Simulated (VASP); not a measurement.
Wanted: the native input for a VASP 6.6.1 run.

```
Task                   : single point
Functional             : LDA
Potentials or basis    : VASP PAW LDA potentials, release 64 (Au, Cu)
Cutoff                 : 520 eV
k mesh                 : 11 × 11 × 11
Occupations            : fermi-dirac, width 0.05 eV
Spin                   : no spin polarisation
Dipole correction      : no
Further INCAR settings : ALGO = Normal; EDIFF = 1e-07; NBANDS = 18
```

The structure of CuAu lies in POSCAR:

```
CuAu
1.0
    1.4526137943      0.8386669652      4.2843581437
   -1.4526137943      0.8386669652      4.2843581437
    0.0000000000     -1.6773339303      4.2843581437
Au Cu
1 1
Direct
    0.0000000000      0.0000000000      0.0000000000
    0.5000000000      0.5000000000      0.5000000000
```

The input as run:

INCAR

```
  PREC = Accurate
  ENCUT = 520
  EDIFF = 1E-7
  ISMEAR = -1
  SIGMA = 0.05
  LREAL = F
  LASPH = T
  NELM = 60
  ALGO = Normal
  ISIF = 2
  LWAVE = F
  LCHARG = F
  NBANDS = 18
```

KPOINTS

```
regular mesh
0
Gamma
  11 11 11
```

Potentials or basis: VASP PAW LDA potentials, release 64 (Au, Cu).

Launch:

```console
$ cat potpaw_LDA.64/Au/POTCAR potpaw_LDA.64/Cu/POTCAR > POTCAR
$ mpirun -np 1 vasp_std > vasp.out
```

It gave:

| Property | Result |
| --- | --- |
| Pressure | -14.4 GPa |
| Band gap on the k mesh | zero (bands 11 and 12 overlap by 4.18 eV) |

Caveat: the cell stands under tension; spin-orbit coupling is left out, which moves the levels of the heavy elements.

Run time: 4.5 min on 1 thread of Intel Xeon 8259CL, with other jobs on the host, peak memory 0.24 GiB.
